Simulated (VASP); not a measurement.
## Pb: electric field gradients with PBEsol

Crystal: Pb.

```
CELL_PARAMETERS angstrom
3.43297 0.00000 0.00000
-1.71648 2.97304 0.00000
0.00000 0.00000 5.51445
ATOMIC_POSITIONS crystal
Pb 0.33333 0.66667 0.25000
Pb 0.66667 0.33333 0.75000
```

This isn't the form of Pb at room conditions, which is fcc.

```json
{
  "Program": "VASP 6.6.1",
  "Task": "electric field gradients",
  "Functional": "PBEsol",
  "Potentials or basis": "VASP PAW PBE potentials, release 64 (Pb_d)",
  "Cutoff": "520 eV",
  "k mesh": "12 × 12 × 7",
  "Occupations": "fermi-dirac, width 0.05 eV",
  "Spin": "no spin polarisation",
  "Dipole correction": "no",
  "Further INCAR settings": "ALGO = Normal; EDIFF = 1e-08; NBANDS = 21"
}
```

```json
{
  "Pressure": "3.1 GPa",
  "Band gap on the k mesh": "zero (bands 14 and 15 overlap by 8.04 eV)",
  "Largest electric field gradient by atom": "Pb -2.9 V/Å²"
}
```

Stress tensor (GPa, compression positive):
```
3.25 0.00 0.00
0.00 3.25 0.00
0.00 0.00 2.85
```

Levels at points of the mesh, in eV from the Fermi level:
| k point | band 11 | band 12 | band 13 | band 14 | band 15 | band 16 | band 17 | band 18 |
| --- | --- | --- | --- | --- | --- | --- | --- | --- |
| (0.00, 0.00, 0.00) | -12.29 | -8.04 | -4.54 | 5.80 | 5.80 | 7.81 | 7.81 | 8.51 |
| (0.50, 0.00, 0.00) | -8.50 | -7.21 | -2.96 | -1.48 | -0.60 | 1.80 | 2.00 | 6.02 |

Electric field gradients, principal values (V/Å²):
```
atom  least  middle  greatest (by size)
1 Pb  1.431   1.433              -2.864
2 Pb  1.431   1.433              -2.864
```

Run time: 38 s on 1 thread of Intel(R) Xeon(R) 6975P-C (Granite Rapids) (shared host), peak memory 0.21 GiB.

Caveat: the cell stands under pressure; without QUAD_EFG the Cq values of the log hold for a quadrupole moment of 1 mb, not for the nuclei; the PAW data sets were made with another functional, which shifts forces and pressure a little; spin-orbit coupling is left out, which moves the levels of the heavy elements.
